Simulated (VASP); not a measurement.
Here is a VASP 6.6.1 calculation.

Contents of INCAR:

```
PREC = Accurate ; ENCUT = 600
EDIFF = 1E-7 ; ISMEAR = 0
SIGMA = 0.1 ; LREAL = F
LASPH = T ; NELM = 80
ALGO = Normal ; ISIF = 3
LWAVE = F ; LCHARG = F
GGA = PE ; IBRION = 2
NSW = 100 ; EDIFFG = -0.005
```

File KPOINTS:

```
regular mesh
0
Gamma
  16 16 16
```

The input POSCAR:

```
ZrC
1.0
    0.0000000000      2.3564331911      2.3564331911
    2.3564331911      0.0000000000      2.3564331911
    2.3564331911      2.3564331911      0.0000000000
Zr C
1 1
Direct
    0.0000000000      0.0000000000      0.0000000000
    0.5000000000      0.5000000000      0.5000000000
```

Potentials or basis: VASP PAW PBE potentials, release 64 (Zr_sv, C).

Run with:

```bash
$ cat potpaw_PBE.64/Zr_sv/POTCAR potpaw_PBE.64/C/POTCAR > POTCAR
$ mpirun -np 1 vasp_std > vasp.out
```

**Question.** Estimate the band gap on the k mesh.

**Answer.** Zero (band 8 reaches 10.48 eV, above the bottom of band 9 at 9.17 eV).

**Question.** What does it give for the space group after relaxing (to 0.05 Å)?

**Answer.** Fm-3m (No. 225).

**Question.** Estimate the relaxed volume.

**Answer.** 13.06 Å³/atom.

**Question.** Estimate the relaxed cell.

**Answer.** a = 3.330 Å, b = 3.330 Å, c = 3.330 Å, α = 60.00°, β = 60.00°, γ = 60.00°.

Final structure:
```xyz
2
Lattice="0.0000 2.3549 2.3549 2.3549 0.0000 2.3549 2.3549 2.3549 0.0000" Properties=species:S:1:pos:R:3 pbc="T T T"
Zr    0.0000    0.0000    0.0000
C     2.3549    2.3549    2.3549
```
